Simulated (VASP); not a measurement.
A run of VASP 6.6.1 is set up as follows.

INCAR

```
SYSTEM = AlN
  ALGO = Normal
  EDIFF = 1E-6
  ENCUT = 600
  GGA = PE
  GGA_COMPAT = .FALSE.
  ISIF = 2
  ISMEAR = 0
  LASPH = .TRUE.
  LCHARG = .FALSE.
  LREAL = .FALSE.
  LWAVE = .FALSE.
  NBANDS = 11
  NELM = 120
  PREC = Accurate
  SIGMA = 0.1
```

The input KPOINTS:

```
k-points
0
G
  8 8 8
  0 0 0
```

Contents of POSCAR:

```
AlN
1.0
    0.0000000000      2.1839935596      2.1839935596
    2.1839935596      0.0000000000      2.1839935596
    2.1839935596      2.1839935596      0.0000000000
Al N
1 1
Direct
    0.0000000000      0.0000000000      0.0000000000
    0.7500000000      0.7500000000      0.7500000000
```

Potentials or basis: VASP PAW PBE potentials, release 64 (Al, N).

Command:

```sh
$ cat potpaw_PBE.64/Al/POTCAR potpaw_PBE.64/N/POTCAR > POTCAR
$ mpirun -np 1 vasp_std > vasp.out
```

(1) Predict the band gap on the k mesh.

(2) What does it give for the pressure?

Answers

(1) 3.32 eV, indirect (least direct gap 4.20 eV).

(2) 4.5 GPa.
